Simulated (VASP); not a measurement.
# Si4O7 (a cell with a defect) in VASP: further runs

Runs on Si4O7 (a cell with a defect). Level: PBE. Tasks: single point.

Everything below comes from runs of VASP 6.6.1. Logs are shortened: lines on timing, memory, paths and dates and some standing lists are left out, and cuts for length are marked.

**1. The cell of the first run**

The cell holds a defect, 11 atoms: a = 5.018 Å, b = 5.018 Å, c = 5.018 Å, α = 106.70°, β = 106.70°, γ = 115.16°.

**2. Single point, PBE**

INCAR

```
SYSTEM = Si4O7
  PREC = Accurate
  ENCUT = 520
  EDIFF = 1E-7
  ISMEAR = 0
  SIGMA = 0.05
  LREAL = .False.
  LASPH = .True.
  NELM = 80
  ALGO = Normal
  ISIF = 2
  LWAVE = .False.
  LCHARG = .False.
  GGA = PE
  NBANDS = 40
```

KPOINTS

```
Automatic mesh
0
Gamma
  6 6 6
  0 0 0
```

POSCAR

```
Si4O7
1.0
    0.0000000000      4.2357990674     -2.6899428419
    0.0000000000     -4.2357990674     -2.6899428419
   -4.2357990674      0.0000000000      2.6899428419
Si O
4 7
Direct
    0.2500000000      0.7500000000      0.5000000000
    0.7500000000      0.2500000000      0.5000000000
    0.0000000000      0.0000000000      1.0000000000
    0.5000000000      0.5000000000      1.0000000000
    1.0000000000      0.3069827092      0.3069827092
    0.5569827092      0.7500000000      0.8069827092
    0.0569827092      0.2500000000      0.8069827092
    0.0000000000      0.6930172908      0.6930172908
    0.4791330169      0.1930172908      0.6721503077
    0.9430172908      0.7500000000      0.1930172908
    0.4430172908      0.2500000000      0.1930172908
```

Potentials or basis: VASP PAW PBE potentials, release 64 (Si, O).

Started as:

```console
> cat potpaw_PBE.64/Si/POTCAR potpaw_PBE.64/O/POTCAR > POTCAR
> mpirun -np 1 vasp_std > vasp.out
```

OUTCAR:

```text
SYSTEM = Si4O7
   PREC = Accurate
   ENCUT = 520
   EDIFF = 1E-7
   ISMEAR = 0
   LREAL = .False.
   LASPH = .True.
   NELM = 80
   ISIF = 2
   GGA = PE

 ion  position               nearest neighbor table
   1  0.250  0.750  0.500-   5 1.77   8 1.77   9 1.78   6 1.84  10 1.84   2 2.69   2 2.69
   2  0.750  0.250  0.500-   5 1.77   8 1.77   9 1.78   7 1.84  11 1.84   1 2.69   1 2.69
   3  0.000  0.000  0.000-   6 1.77   7 1.77  10 1.77  11 1.77   5 1.84   8 1.84   4 2.69   4 2.69

   4  0.500  0.500  0.000-   6 1.77   7 1.77  10 1.77  11 1.77   9 1.84   3 2.69   3 2.69
   5  0.000  0.307  0.307-   1 1.77   2 1.77   3 1.84
   6  0.557  0.750  0.807-   3 1.77   4 1.77   1 1.84
   7  0.057  0.250  0.807-   3 1.77   4 1.77   2 1.84
   8  0.000  0.693  0.693-   1 1.77   2 1.77   3 1.84
   9  0.479  0.193  0.672-   1 1.78   2 1.78   4 1.84
  10  0.943  0.750  0.193-   3 1.77   4 1.77   1 1.84
  11  0.443  0.250  0.193-   3 1.77   4 1.77   2 1.84

  LATTYP: Found a body centered tetragonal cell.
 ALAT       =     5.9903244886
 C/A-ratio  =     0.8980958701

  Lattice vectors:

 A1 = (   0.0000000000,   4.2357990674,  -2.6899428419)
 A2 = (   0.0000000000,  -4.2357990674,  -2.6899428419)
 A3 = (  -4.2357990674,   0.0000000000,   2.6899428419)

Analysis of symmetry for initial positions (statically):
=====================================================================
 Subroutine PRICEL returns:
 Original cell was already a primitive cell.

 Routine SETGRP: Setting up the symmetry group for a
 body centered tetragonal supercell.

 Subroutine GETGRP returns: Found  2 space group operations
 (whereof  2 operations were pure point group operations)
 out of a pool of 16 trial point group operations.

The static configuration has the point symmetry C_1h.

Analysis of symmetry for dynamics (positions and initial velocities):
=====================================================================
 Subroutine PRICEL returns:
 Original cell was already a primitive cell.

 Routine SETGRP: Setting up the symmetry group for a
 body centered tetragonal supercell.

 Subroutine GETGRP returns: Found  2 space group operations
 (whereof  2 operations were pure point group operations)
 out of a pool of 16 trial point group operations.

The dynamic configuration has the point symmetry C_1h.

 Subroutine INISYM returns: Found  2 space group operations
 (whereof  2 operations are pure point group operations),
[... 123 lines left out ...]
   TEBEG  =    0.0;   TEEND  =   0.0 temperature during run
   PSTRESS=    0.0 pullay stress
   NELECT =      58.0000    total number of electrons
   NUPDOWN=      -1.0000    fix difference up-down
   EMIN   =  10.00;   EMAX   =-10.00  energy-range for DOS
   EFERMI =   0.00;   METHOD = LEGACY
   ISMEAR =     0;   SIGMA  =   0.05  broadening in eV -4-tet -1-fermi 0-gaus
   EFERMI_NEDOS =   21; number of points for ismear=-14 and -15
   IALGO  =     38    algorithm
   IMIX   =      4    mixing-type and parameters
     AMIX     =   0.40;   BMIX     =  1.00
     AMIX_MAG =   1.60;   BMIX_MAG =  1.00
  volume/ion in A,a.u.               =       8.78        59.22
  Fermi-wavevector in a.u.,A,eV,Ry     =   1.381453  2.610568 25.965543  1.908414
  Thomas-Fermi vector in A             =   2.506236
   LORBIT       =      0    0 simple, 1 ext, 2 COOP (PROOUT), +10 PAW based schemes
   GGA     = PE    functional components
   LHFCALC =     F    Hartree Fock is set to
   AEXX    =    0.0000 exact exchange contribution
   IVDW    =     0    specifies the selected vdW correction
   LEPSILON=     F    determine dielectric tensor
   LRPA    =     F    only Hartree local field effects (RPA)
 non-spin polarized calculation
 Gauss-broadening in eV      SIGMA  =   0.05
  energy-cutoff  :      520.00
  volume of cell :       96.53
 maximum number of plane-waves:      2644
 NGX is ok and might be reduce to    40
   NGX = 19   NGY = 19   NGZ = 19

 number of electron      58.0000011 magnetization

 Free energy of the ion-electron system (eV)
  ---------------------------------------------------
  ext. energy  EPLUGINS =         0.00000000
  ---------------------------------------------------
  free energy    TOTEN  =       -81.23718140 eV

  energy without entropy =      -81.23718140  energy(sigma->0) =      -81.23718140

 E-fermi :   9.2581     XC(G=0): -11.7256

 val. band max:        8.9901520235   @ k =   0.5000  -0.3333   0.3333
 cond. band min:      10.7608578465   @ k =   0.5000  -0.0000   0.5000
 fundamental gap:      1.7707058230
 Fermi energy:         9.2580893618

 k-point     1 :       0.0000    0.0000    0.0000
  band No.  band energies     occupation
      1     -14.8508      2.00000
      2     -12.3510      2.00000
      3     -12.0001      2.00000
      4     -11.7643      2.00000
      5     -11.5609      2.00000
      6     -11.2436      2.00000
[... 1021 lines left out ...]
     39      17.8486      0.00000
     40      18.7706      0.00000

 [... further k-points ...]

------------------------ aborting loop because EDIFF is reached ----------------------------------------

  FORCE on cell =-STRESS in cart. coord.  units (eV):
  Direction    XX          YY          ZZ          XY          YZ          ZX
  --------------------------------------------------------------------------------------
  -------------------------------------------------------------------------------------
  Total        0.1956014     -0.5303844     -1.9596185     -1.4781632      0.0000000      0.0000000
  in kB        3.2466753     -8.8035440    -32.5265777    -24.5351787      0.0000000      0.0000000
  external PRESSURE =     -12.6944821 kB  Pullay stress =       0.0000000 kB

 VOLUME and BASIS-vectors are now :
 -----------------------------------------------------------------------------
  energy-cutoff  :      520.00
  volume of cell :       96.53
      direct lattice vectors                 reciprocal lattice vectors
     0.000000000  4.235799067 -2.689942842    -0.118041482  0.118041482 -0.185877556
     0.000000000 -4.235799067 -2.689942842    -0.118041482 -0.118041482 -0.185877556
    -4.235799067  0.000000000  2.689942842    -0.236082964  0.000000000  0.000000000

 POSITION                                       TOTAL-FORCE (eV/Angst)
 -----------------------------------------------------------------------------------
     -2.11790     -2.11790     -1.34497         0.466850      0.292870     -1.251543
     -2.11790      2.11790     -1.34497         0.466850      0.292870      1.251543
      0.00000      0.00000      0.00000        -0.160982     -0.101416      0.000000
      0.00000      0.00000     -2.68994         0.119442      0.007696      0.000000
     -1.30032     -1.30032      0.00000         0.244661      0.177243      0.000000
     -3.41822     -0.81758     -1.34497        -0.087647     -0.449388     -0.331230
     -3.41822     -0.81758      1.34497        -0.087647     -0.449388      0.331230
     -2.93548     -2.93548      0.00000        -0.082717     -0.060266      0.000000
     -2.84709      1.21193      0.00000        -1.417659      0.423804     -0.000000
     -0.81758      0.81758     -4.03491         0.269425     -0.067013      0.226102
     -0.81758      0.81758     -1.34497         0.269425     -0.067013     -0.226102
 -----------------------------------------------------------------------------------
    total drift:                                0.000103     -0.000074      0.000000

  FREE ENERGIE OF THE ION-ELECTRON SYSTEM (eV)
  ---------------------------------------------------
  free  energy   TOTEN  =       -81.2371814045 eV

  energy  without entropy=      -81.2371814045  energy(sigma->0) =      -81.23718140
```

stdout:

```text
POSCAR found type information on POSCAR SiO
 POSCAR found :  2 types and      11 ions
 scaLAPACK will be used
 LDA part: xc-table for (Slater+PW92), standard interpolation
 POSCAR, INCAR and KPOINTS ok, starting setup
 FFT: planning ... GRIDC
 FFT: planning ... GRID_SOFT
 FFT: planning ... GRID
 WAVECAR not read
 entering main loop
```

Wall time 5.4 min (1 thread of Intel Xeon Platinum 8488C (Sapphire Rapids), shared host); peak memory 0.34 GiB.

What came out:

```yaml
Free_energy: -81.2372 eV
Pressure: -1.3 GPa
Largest_force: 1.480 eV/Å
Band_gap_on_the_k_mesh: 1.77 eV
```

Forces in eV/Å, atoms in the order of the input:
```
Si   0.467  0.293 -1.252
Si   0.467  0.293  1.252
Si  -0.161 -0.101  0.000
Si   0.119  0.008  0.000
O    0.245  0.177  0.000
O   -0.088 -0.449 -0.331
O   -0.088 -0.449  0.331
O   -0.083 -0.060  0.000
O   -1.418  0.424  0.000
O    0.269 -0.067  0.226
O    0.269 -0.067 -0.226
```

Stress tensor (GPa, compression positive):
```
 0.32 -2.45  0.00
-2.45 -0.88  0.00
 0.00  0.00 -3.25
```

Levels at points of the mesh, in eV from the valence-band top:
| k point | band 26 | band 27 | band 28 | band 29 | band 30 | band 31 | band 32 | band 33 |
| --- | --- | --- | --- | --- | --- | --- | --- | --- |
| (0.00, 0.00, 0.00) | -3.47 | -2.98 | -2.44 | -2.19 | 3.84 | 3.85 | 4.00 | 5.59 |
| (0.50, 0.00, 0.00) | -3.59 | -3.27 | -2.91 | -0.20 | 3.01 | 3.75 | 5.55 | 6.54 |
| (0.50, 0.00, 0.50) | -3.46 | -3.12 | -2.83 | -0.46 | 1.77 | 4.07 | 6.19 | 7.06 |
| (0.50, 0.50, 0.00) | -3.72 | -3.31 | -3.07 | -0.70 | 2.56 | 4.58 | 5.90 | 6.06 |
| (0.00, 0.00, 0.50) | -3.68 | -3.33 | -3.27 | -0.66 | 2.49 | 4.53 | 5.88 | 6.10 |
| (0.50, 0.50, 0.50) | -4.48 | -4.17 | -4.16 | -0.02 | 2.59 | 3.79 | 5.65 | 6.04 |

Caveat: the cell differs from its parent crystal (atoms taken out, atom 9 moved 0.000 of the way to it and -0.125 Å across, host rigid).

[end of part 1 of 2]
